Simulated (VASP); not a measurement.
# AlCu (rocksalt type) (Fm-3m) in VASP: further runs, part 2 of 2

VASP 6.6.1. The steps go on from the part before.

## 4. Density of states, PBEsol

This run uses another cell than the first one, of 15.47 Å³/atom, 1.818 times its volume.

File POSCAR:

```
AlCu
1.0
    0.0000000000      2.4915800098      2.4915800098
    2.4915800098      0.0000000000      2.4915800098
    2.4915800098      2.4915800098      0.0000000000
Cu Al
1 1
Direct
    0.0000000000      0.0000000000      0.0000000000
    0.5000000000      0.5000000000      0.5000000000
```

File INCAR.step1:

```
SYSTEM = AlCu
PREC = Accurate
ENCUT = 520
EDIFF = 1E-6
ISMEAR = -1
SIGMA = 0.1
LREAL = .FALSE.
LASPH = .TRUE.
NELM = 80
ALGO = Normal
ISIF = 2
LWAVE = .FALSE.
LCHARG = .TRUE.
LMAXMIX = 4
GGA = PS
NBANDS = 14
```

File KPOINTS.step1:

```
regular mesh
0
G
  14 14 14
  0 0 0
```

File INCAR.step2:

```
SYSTEM = AlCu
PREC = Accurate
ENCUT = 520
EDIFF = 1E-6
ISMEAR = -5
SIGMA = 0.1
LREAL = .FALSE.
LASPH = .TRUE.
NELM = 80
ALGO = Normal
ISIF = 2
LWAVE = .FALSE.
LCHARG = .FALSE.
LMAXMIX = 4
GGA = PS
LORBIT = 11
NEDOS = 2001
ICHARG = 11
```

File KPOINTS.step2:

```
regular mesh
0
G
  21 21 21
  0 0 0
```

Potentials or basis: VASP PAW PBE potentials, release 64 (Cu, Al).

Run with:

```sh
$ cat potpaw_PBE.64/Cu/POTCAR potpaw_PBE.64/Al/POTCAR > POTCAR
$ cp INCAR.step1 INCAR
$ cp KPOINTS.step1 KPOINTS
$ mpirun -np 1 vasp_std > vasp.out
$ cp INCAR.step2 INCAR
$ cp KPOINTS.step2 KPOINTS
$ mpirun -np 1 vasp_std > vasp.out
```

OUTCAR:

```text
SYSTEM = AlCu
   PREC = Accurate
   ENCUT = 520
   EDIFF = 1E-6
   ISMEAR = -5
   LREAL = .FALSE.
   LASPH = .TRUE.
   NELM = 80
   ISIF = 2
   GGA = PS
   LORBIT = 11
   ICHARG = 11

 ion  position               nearest neighbor table
   1  0.000  0.000  0.000-   2 2.49   2 2.49   2 2.49   2 2.49   2 2.49   2 2.49
   2  0.500  0.500  0.500-   1 2.49   1 2.49   1 2.49   1 2.49   1 2.49   1 2.49

  LATTYP: Found a face centered cubic cell.
 ALAT       =     4.9831600196

  Lattice vectors:

 A1 = (   0.0000000000,   2.4915800098,   2.4915800098)
 A2 = (   2.4915800098,   0.0000000000,   2.4915800098)
 A3 = (   2.4915800098,   2.4915800098,   0.0000000000)

Analysis of symmetry for initial positions (statically):
=====================================================================
 Subroutine PRICEL returns:
 Original cell was already a primitive cell.

 Routine SETGRP: Setting up the symmetry group for a
 face centered cubic supercell.

 Subroutine GETGRP returns: Found 48 space group operations
 (whereof 48 operations were pure point group operations)
 out of a pool of 48 trial point group operations.

The static configuration has the point symmetry O_h .

Analysis of symmetry for dynamics (positions and initial velocities):
=====================================================================
 Subroutine PRICEL returns:
 Original cell was already a primitive cell.

 Routine SETGRP: Setting up the symmetry group for a
 face centered cubic supercell.

 Subroutine GETGRP returns: Found 48 space group operations
 (whereof 48 operations were pure point group operations)
 out of a pool of 48 trial point group operations.

The dynamic configuration has the point symmetry O_h .

 Subroutine INISYM returns: Found 48 space group operations
 (whereof 48 operations are pure point group operations),
 and found     1 'primitive' translations

----------------------------------------------------------------------------------------

                                     Primitive cell

  volume of cell :      30.9353

  direct lattice vectors                    reciprocal lattice vectors
     0.000000000  2.491580010  2.491580010    -0.200675876  0.200675876  0.200675876
     2.491580010  0.000000000  2.491580010     0.200675876 -0.200675876  0.200675876
     2.491580010  2.491580010  0.000000000     0.200675876  0.200675876 -0.200675876

  length of vectors
     3.523626242  3.523626242  3.523626242     0.347580812  0.347580812  0.347580812

  position of ions in fractional coordinates (direct lattice)
     0.000000000  0.000000000  0.000000000
     0.500000000  0.500000000  0.500000000

  ion indices of the primitive-cell ions
   primitive index   ion index
                 1           1
                 2           2

----------------------------------------------------------------------------------------

 KPOINTS: regular mesh

Automatic generation of k-mesh.
 Grid dimensions read from file:
 generate k-points for:   21   21   21

 Generating k-lattice:

[... 46 lines left out ...]
   number of dos      NEDOS =   2001   number of ions     NIONS =      2
   total plane-waves  NPLWV =  21952
   dimension x,y,z NGX =    28 NGY =   28 NGZ =   28
   dimension x,y,z NGXF=    56 NGYF=   56 NGZF=   56
   ions per type =               1   1
   NGX,Y,Z   is equivalent  to a cutoff of  13.21, 13.21, 13.21 a.u.
   NGXF,Y,Z  is equivalent  to a cutoff of  26.42, 26.42, 26.42 a.u.
 SYSTEM =  AlCu
   PREC   = accura    normal or accurate (medium, high low for compatibility)
   ISTART =      0    job   : 0-new  1-cont  2-samecut
   ICHARG =     11    charge: 1-file 2-atom 10-const
   ISPIN  =      1    spin polarized calculation?
   LNONCOLLINEAR =      F non collinear calculations
   LSORBIT =      F    spin-orbit coupling
   LASPH  =      T    aspherical Exc in radial PAW
   ENCUT  =  520.0 eV  38.22 Ry    6.18 a.u.   6.55  6.55  6.55*2*pi/ulx,y,z
   NELM   =     80;   NELMIN=  2; NELMDL=  0     # of ELM steps
   EDIFF  = 0.1E-05   stopping-criterion for ELM
   LREAL  =      F    real-space projection
   EDIFFG = 0.1E-04   stopping-criterion for IOM
   NSW    =      0    number of steps for IOM
   IBRION =     -1    ionic relax: 0-MD 1-quasi-New 2-CG
   NFREE  =      0    steps in history (QN), initial steepest desc. (CG)
   ISIF   =      2    stress and relaxation
   ISYM   =      2    0-nonsym 1-usesym 2-fastsym
   POTIM  = 0.5000    time-step for ionic-motion
   TEBEG  =    0.0;   TEEND  =   0.0 temperature during run
   PSTRESS=    0.0 pullay stress
   NELECT =      14.0000    total number of electrons
   NUPDOWN=      -1.0000    fix difference up-down
   EMIN   =  10.00;   EMAX   =-10.00  energy-range for DOS
   EFERMI =   0.00;   METHOD = LEGACY
   ISMEAR =    -5;   SIGMA  =   0.10  broadening in eV -4-tet -1-fermi 0-gaus
   EFERMI_NEDOS =   21; number of points for ismear=-14 and -15
   IALGO  =     38    algorithm
   IMIX   =      4    mixing-type and parameters
     AMIX     =   0.40;   BMIX     =  1.00
     AMIX_MAG =   1.60;   BMIX_MAG =  1.00
  volume/ion in A,a.u.               =      15.47       104.38
  Fermi-wavevector in a.u.,A,eV,Ry     =   1.256896  2.375189 21.494314  1.579788
  Thomas-Fermi vector in A             =   2.390582
   LORBIT       =     11    0 simple, 1 ext, 2 COOP (PROOUT), +10 PAW based schemes
   GGA     = PS    functional components
   LHFCALC =     F    Hartree Fock is set to
   AEXX    =    0.0000 exact exchange contribution
   IVDW    =     0    specifies the selected vdW correction
   LEPSILON=     F    determine dielectric tensor
   LRPA    =     F    only Hartree local field effects (RPA)
 non-spin polarized calculation
 Fermi weights with tetrahedron method with Bloechl corrections
  energy-cutoff  :      520.00
  volume of cell :       30.94
 maximum number of plane-waves:       869

 number of electron      14.0000013 magnetization

 Free energy of the ion-electron system (eV)
  ---------------------------------------------------
  ext. energy  EPLUGINS =         0.00000000
  ---------------------------------------------------
  free energy    TOTEN  =        -7.89148829 eV

  energy without entropy =       -7.89148829  energy(sigma->0) =       -7.89148829

 E-fermi :   6.8066     XC(G=0): -10.9092

 val. band max:        6.8700969978   @ k =   0.4762   0.3333   0.1429
 cond. band min:       6.7367918141   @ k =  -0.1905   0.3333   0.1429
 fundamental gap:     -0.1333051837
 Fermi energy:         6.8065957514

 k-point     1 :       0.0000    0.0000    0.0000
  band No.  band energies     occupation
      1      -3.0811      2.00000
      2       3.1181      2.00000
      3       3.1181      2.00000
      4       3.1300      2.00000
      5       3.1300      2.00000
      6       3.1300      2.00000
      7      12.4516      0.00000
      8      12.4516      0.00000
      9      12.4516      0.00000
     10      16.0904      0.00000
     11      16.0904      0.00000
[... 309 lines left out ...]
 k-point    24 :      -0.3810    0.0476    0.0000
  band No.  band energies     occupation
      1      -0.2763      2.00000
      2       2.3327      2.00000
      3       2.8566      2.00000
      4       2.8658      2.00000
      5       3.4646      2.00000
      6       3.4975      2.00000
      7       4.7663      2.00000
      8      11.3615      0.00000
      9      12.7388      0.00000
     10      13.3593      0.00000
     11      13.9931      0.00000

 [... further k-points ...]

------------------------ aborting loop because EDIFF is reached ----------------------------------------

  FORCE on cell =-STRESS in cart. coord.  units (eV):
  Direction    XX          YY          ZZ          XY          YZ          ZX
  --------------------------------------------------------------------------------------
  -------------------------------------------------------------------------------------
  Total        0.1104811      0.1104811      0.1104811      0.0000000     -0.0000000      0.0000000
  in kB        5.7219520      5.7219520      5.7219520      0.0000000     -0.0000000      0.0000000
  external PRESSURE =       5.7219520 kB  Pullay stress =       0.0000000 kB

 VOLUME and BASIS-vectors are now :
 -----------------------------------------------------------------------------
  energy-cutoff  :      520.00
  volume of cell :       30.94
      direct lattice vectors                 reciprocal lattice vectors
     0.000000000  2.491580010  2.491580010    -0.200675876  0.200675876  0.200675876
     2.491580010  0.000000000  2.491580010     0.200675876 -0.200675876  0.200675876
     2.491580010  2.491580010  0.000000000     0.200675876  0.200675876 -0.200675876

 POSITION                                       TOTAL-FORCE (eV/Angst)
 -----------------------------------------------------------------------------------
      0.00000      0.00000      0.00000        -0.000000     -0.000000      0.000000
      2.49158      2.49158      2.49158         0.000000      0.000000     -0.000000
 -----------------------------------------------------------------------------------
    total drift:                               -0.000000      0.000000      0.000000

  FREE ENERGIE OF THE ION-ELECTRON SYSTEM (eV)
  ---------------------------------------------------
  free  energy   TOTEN  =        -7.8914882923 eV

  energy  without entropy=       -7.8914882923  energy(sigma->0) =       -7.89148829

 total charge

# of ion       s       p       d       tot
------------------------------------------
    1        0.572   0.343   9.160  10.076
    2        0.453   0.318   0.000   0.771
--------------------------------------------------
tot          1.025   0.661   9.160  10.846
```

Run time: 99 s. Hardware: 1 thread of AMD EPYC 7R43 (Zen 3), shared host; peak memory 0.21 GiB.

What came out:

| Item | Value |
| --- | --- |
| Valence electrons inside the program's atomic spheres | Cu 10.08; Al 0.77 |

Caveat: the PAW data sets were made with another functional, which shifts forces and pressure a little; tetrahedron occupations give inexact forces and stress in metals.
